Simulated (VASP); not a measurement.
Set up this calculation in VASP 6.6.1, as the native input.

```yaml
Task: electric field gradients
Functional: PBEsol
Potentials_or_basis: VASP PAW PBE potentials, release 64 (Sn_d, O)
Cutoff: 520 eV
k_mesh: 12 × 12 × 10
Occupations: fermi-dirac, width 0.15 eV
Spin: no spin polarisation
Dipole_correction: no
Further_INCAR_settings: ALGO = Normal; EDIFF = 1e-08; NBANDS = 28
```

The structure of SnO lies in POSCAR:

```
SnO
1.0
    3.8008432198      0.0000000000      0.0000000000
    0.0000000000      3.8008432198      0.0000000000
    0.0000000000      0.0000000000      4.7352434070
Sn O
2 2
Direct
    0.0000000000      0.5000000000      0.2439012622
    0.5000000000      0.0000000000      0.7560987378
    0.0000000000      0.0000000000      0.0000000000
    0.5000000000      0.5000000000      0.0000000000
```

The input as run:

INCAR

```
SYSTEM = SnO
PREC = Accurate
ENCUT = 520
EDIFF = 1E-8
ISMEAR = -1
SIGMA = 0.15
LREAL = .False.
LASPH = .True.
NELM = 60
ALGO = Normal
ISIF = 2
LWAVE = .False.
LCHARG = .False.
GGA = PS
LEFG = .True.
NBANDS = 28
```

KPOINTS

```
Automatic mesh
0
Gamma
  12 12 10
  0 0 0
```

Potentials or basis: VASP PAW PBE potentials, release 64 (Sn_d, O).

Run with:

```console
$ cat potpaw_PBE.64/Sn_d/POTCAR potpaw_PBE.64/O/POTCAR > POTCAR
$ mpirun -np 1 vasp_std > vasp.out
```

It gave:

```
Pressure                                : 0.2 GPa
Largest force                           : 0.086 eV/Å
Band gap on the k mesh                  : zero (bands 20 and 21 overlap by 0.15 eV)
Largest electric field gradient by atom : Sn -157.9; O +3.0 V/Å²
```

Caveat: semilocal functionals underestimate gaps, and a narrow one can read as zero; without QUAD_EFG the Cq values of the log hold for a quadrupole moment of 1 mb, not for the nuclei; the PAW data sets were made with another functional, which shifts forces and pressure a little; spin-orbit coupling is left out, which moves the levels of the heavy elements.

Run time: 4.3 min on 1 thread of AMD EPYC 7R13, with other jobs on the host, peak memory 0.36 GiB.
